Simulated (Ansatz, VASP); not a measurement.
One calculation of CrGa3, two programs

```xyz
4
Lattice="0.0000 3.0547 3.0547 3.0547 0.0000 3.0547 3.0547 3.0547 0.0000" Properties=species:S:1:pos:R:3 pbc="T T T"
Ga    1.5273    1.5273    1.5273
Ga    4.5820    4.5820    4.5820
Ga    3.0547    3.0547    3.0547
Cr    0.0000    0.0000    0.0000
```

Alike in both runs: task single point; functional PBE; k mesh 6 × 6 × 6; occupations gaussian, width 0.1 eV; collinear spin.

|  | VASP | Ansatz |
| --- | --- | --- |
| version | VASP 6.6.1 | Ansatz 0.2.0 |
| potentials or method | VASP PAW PBE potentials, release 64 (Ga_d, Cr_pv), cutoff 520 eV | scalar-relativistic, plane waves, PAW |
| valence electrons in the cell | 51 | 53 |

|  | VASP | Ansatz | Ansatz less VASP |
| --- | --- | --- | --- |
| gap on the k mesh at the Fermi level (eV) | none | none | - |
| pressure (GPa) | 17.1 | 16.9 | -0.22 |
| net moment per atom (μB) | 0.90 | 0.90 | -0.003 |
| size of the moment on the site where the two differ most (μB) | 3.17 | 3.05 | -0.117 |

Site moments also hang on the region over which each program counts them. A gap of «none» marks a metal or a gap that the smearing closes. VASP's potentials hold 51 valence electrons a cell and Ansatz's 53, so a difference there can come from the potentials and not from the codes.
